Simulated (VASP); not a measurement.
Here is a VASP 6.6.1 calculation.

POSCAR

```
HfO2
1.0
    0.0000000000      2.5575000000      2.5575000000
    2.5575000000      0.0000000000      2.5575000000
    2.5575000000      2.5575000000      0.0000000000
Hf O
1 2
Direct
    0.0000000000      0.0000000000      0.0000000000
    0.7500000000      0.7500000000      0.7500000000
    0.2500000000      0.2500000000      0.2500000000
```

File INCAR.step1:

```
SYSTEM = HfO2
ALGO = Normal
EDIFF = 1E-5
ENCUT = 520
GGA = PE
ISIF = 2
ISMEAR = -1
LASPH = .TRUE.
LCHARG = .FALSE.
LREAL = .FALSE.
LWAVE = .TRUE.
NBANDS = 18
NELM = 80
PREC = Accurate
SIGMA = 0.05
```

File INCAR.step2:

```
SYSTEM = HfO2
AEXX = 0.1
ALGO = Normal
EDIFF = 1E-6
ENCUT = 520
ISIF = 2
ISMEAR = -1
ISTART = 1
LASPH = .TRUE.
LCHARG = .FALSE.
LHFCALC = .TRUE.
LMIXTAU = .TRUE.
LREAL = .FALSE.
LWAVE = .FALSE.
METAGGA = R2SCAN
NBANDS = 18
NELM = 80
PREC = Accurate
PRECFOCK = Normal
SIGMA = 0.05
```

The input KPOINTS:

```
k-points
0
G
  5 5 5
  0 0 0
```

Potentials or basis: VASP PAW PBE potentials, release 64 (Hf_pv, O).

Run with:

```sh
$ cat potpaw_PBE.64/Hf_pv/POTCAR potpaw_PBE.64/O/POTCAR > POTCAR
$ cp INCAR.step1 INCAR
$ mpirun -np 1 vasp_std > vasp.out
$ cp INCAR.step2 INCAR
$ mpirun -np 1 vasp_std > vasp.out
```

Problem. Estimate the band gap on the k mesh.

Solution. 5.40 eV (least direct gap 5.67 eV).

Problem. Predict the pressure.

Solution. -13.9 GPa.

Caveat: the k points lie up to 0.43 Å⁻¹ apart; the PAW data sets were made with another functional, which shifts forces and pressure a little; spin-orbit coupling is left out, which moves the levels of the heavy elements; an odd mesh through Γ misses points on the zone boundary, where band edges can lie.
